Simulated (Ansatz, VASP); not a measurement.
Two plane-wave programs on Tl

```xyz
1
Lattice="14.0000 0.0000 0.0000 0.0000 14.4000 0.0000 0.0000 0.0000 14.8000" Properties=species:S:1:pos:R:3 pbc="T T T"
Tl    7.0000    7.2000    7.4000
```

Alike in both runs: task single point; functional RPBE; k mesh 1 × 1 × 1; occupations fermi-dirac, width 0.01 eV; collinear spin.

|  | VASP | Ansatz |
| --- | --- | --- |
| version | VASP 6.6.1 | Ansatz 0.2.0 |
| potentials or method | VASP PAW PBE potentials, release 64 (Tl_d), cutoff 520 eV | plane waves (420 eV) with PAW, scalar-relativistic |
| valence electrons in the cell | 13 | 13 |

Ansatz gave:

| Item | Value |
| --- | --- |
| net moment per atom (μB) | 1.00 |
| size of the moment on the site where the two differ most (μB) | 1.00 |

**Question.** What did VASP give for the same quantities?

**Answer.** net moment per atom (μB): 1.00; size of the moment on the site where the two differ most (μB): 0.22.

VASP's potentials were made for PBE, not for RPBE. Site moments also hang on the region over which each program counts them.

Spin-orbit coupling is off throughout.
